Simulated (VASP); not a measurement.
Here is a VASP 6.6.1 calculation.

File INCAR:

```
PREC = Accurate
ENCUT = 520
EDIFF = 1E-6
ISMEAR = -1
SIGMA = 0.06122561905347299
LREAL = False
LASPH = True
NELM = 80
ALGO = Normal
ISIF = 2
LWAVE = False
LCHARG = False
GGA = PE
NBANDS = 14
```

The input KPOINTS:

```
regular mesh
0
Gamma
  17 17 17
```

POSCAR

```
Bi
1.0
    3.2767648550      0.0000000000      0.0000000000
    0.0000000000      3.2767648550      0.0000000000
    0.0000000000      0.0000000000      3.2767648550
Bi
1
Direct
    0.0000000000      0.0000000000      0.0000000000
```

Potentials or basis: VASP PAW PBE potentials, release 64 (Bi_d).

Launch:

```bash
$ cat potpaw_PBE.64/Bi_d/POTCAR > POTCAR
$ mpirun -np 1 vasp_std > vasp.out
```

(1) What does it give for the pressure?

(2) What does it give for the band gap on the k mesh?

Results:

(1) -0.1 GPa.

(2) zero (an odd number of electrons rules out a gap without spin polarisation).

Caveat: spin-orbit coupling is left out, which moves the levels of the heavy elements.
